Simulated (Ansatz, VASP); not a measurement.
# InSe2: VASP beside Ansatz

The input INCAR:

```
SYSTEM = InSe2
PREC = Accurate
ENCUT = 520
EDIFF = 1E-6
ISMEAR = 0
SIGMA = 0.1
LREAL = .FALSE.
LASPH = .TRUE.
NELM = 80
ALGO = Normal
ISIF = 2
LWAVE = .FALSE.
LCHARG = .FALSE.
GGA = PE
NBANDS = 34
```

The input KPOINTS:

```
Automatic mesh
0
G
  2 2 1
  0 0 0
```

POSCAR

```
InSe2
1.0
    3.8948930000      0.0000000000      0.0000000000
    0.0000000000      3.8948930000      0.0000000000
    0.0000000000      0.0000000000      9.6262310000
In Se
2 4
Direct
    0.0000000000      0.5000000000      0.7064680000
    0.5000000000      0.0000000000      0.2935320000
    0.0000000000      0.5000000000      0.3662120000
    0.5000000000      0.0000000000      0.6337880000
    0.0000000000      0.0000000000      0.0000000000
    0.5000000000      0.5000000000      0.0000000000
```

Input for Ansatz:

```yaml
crystal:
  lattice:
    - [3.894893, 0.0, 0.0]
    - [0.0, 3.894893, 0.0]
    - [0.0, 0.0, 9.626231]
  atoms:
    - { symbol: In, position: [0.0, 0.5, 0.706468] }
    - { symbol: In, position: [0.5, 0.0, 0.293532] }
    - { symbol: Se, position: [0.0, 0.5, 0.366212] }
    - { symbol: Se, position: [0.5, 0.0, 0.633788] }
    - { symbol: Se, position: [0.0, 0.0, 0.0] }
    - { symbol: Se, position: [0.5, 0.5, 0.0] }
basis:
  ecutwfc: 420
kpoints:
  mp_grid: { grid: [2, 2, 1] }
hamiltonian:
  xc: pbe
scf:
  occupations: { method: gaussian, width: 0.1 }
output:
  forces: true
  stress: true
  eigenvalues: true
```

Alike in both runs: task single point; functional PBE; k mesh 2 × 2 × 1; occupations gaussian, width 0.1 eV; no spin polarisation.

|  | VASP | Ansatz |
| --- | --- | --- |
| version | VASP 6.6.1 | Ansatz 0.2.0 |
| potentials or method | VASP PAW PBE potentials, release 64 (In_d, Se), cutoff 520 eV | scalar-relativistic, plane waves, PAW |
| valence electrons in the cell | 50 | 90 |

```csv
,VASP,Ansatz,Ansatz less VASP
gap on the k mesh at the Fermi level (eV),none,none,-
pressure (GPa),2.3,2.2,-0.04
"traceless stress, the component that is largest in VASP (GPa)",-4.24,-4.22,+0.024
rms of the force components (eV/Å),0.105,0.104,-0.0012
```

Atom by atom the forces differ by 0.001 eV/Å (rms over components). A gap of «none» marks a metal or a gap that the smearing closes. VASP's potentials hold 50 valence electrons a cell and Ansatz's 90, so a difference there can come from the potentials and not from the codes.

The k mesh is coarse, so the values compare programs but aren't converged.
